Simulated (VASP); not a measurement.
A run of VASP 6.6.1:

The input INCAR:

```
SYSTEM = AlIn2N3
PREC     = Accurate       ! precision mode
ENCUT    = 520            ! plane-wave cutoff, eV
EDIFF    = 1E-7           ! SCF threshold, eV
ISMEAR   = 0              ! smearing method
SIGMA    = 0.02           ! smearing width, eV
LREAL    = .False.        ! projectors in reciprocal space
LASPH    = .True.         ! aspherical terms in the spheres
NELM     = 80             ! most SCF steps
ALGO     = Normal         ! electronic algorithm
ISIF     = 2              ! what is computed and relaxed
LWAVE    = .False.        ! write WAVECAR
LCHARG   = .False.        ! write CHGCAR
GGA      = PE             ! functional
NBANDS   = 56             ! bands
```

Contents of KPOINTS:

```
regular mesh
0
Gamma
  6 6 6
  0 0 0
```

File POSCAR:

```
AlIn2N3
1.0
    5.1570204125     -2.9683814711      0.0000000000
    5.1570204125      2.9683814711      0.0000000000
    0.0000000000      0.0000000000      5.5143437863
Al In N
2 4 6
Direct
    0.3412382926      0.6587617074      0.9892056506
    0.6587617074      0.3412382926      0.4892056506
    0.9885354999      0.3352964080      0.9873351222
    0.6647035920      0.0114645001      0.9873351222
    0.0114645001      0.6647035920      0.4873351222
    0.3352964080      0.9885354999      0.4873351222
    0.9691395658      0.3330219616      0.3852836886
    0.6669780384      0.0308604342      0.3852836886
    0.0308604342      0.6669780384      0.8852836886
    0.3330219616      0.9691395658      0.8852836886
    0.3681324813      0.6318675187      0.3375567278
    0.6318675187      0.3681324813      0.8375567278
```

Potentials or basis: VASP PAW PBE potentials, release 64 (Al, In_d, N).

Launch:

```bash
$ cat potpaw_PBE.64/Al/POTCAR potpaw_PBE.64/In_d/POTCAR potpaw_PBE.64/N/POTCAR > POTCAR
$ mpirun -np 1 vasp_std > vasp.out
```

Hardware: 1 thread of AMD EPYC 7R13, on a shared host.

Question: Estimate the wall time of this run.

Answer: Wall time 15 min on 1 thread of AMD EPYC 7R13, on a shared host, peak memory 0.52 GiB. Counts: scf iterations 18, k points 52.
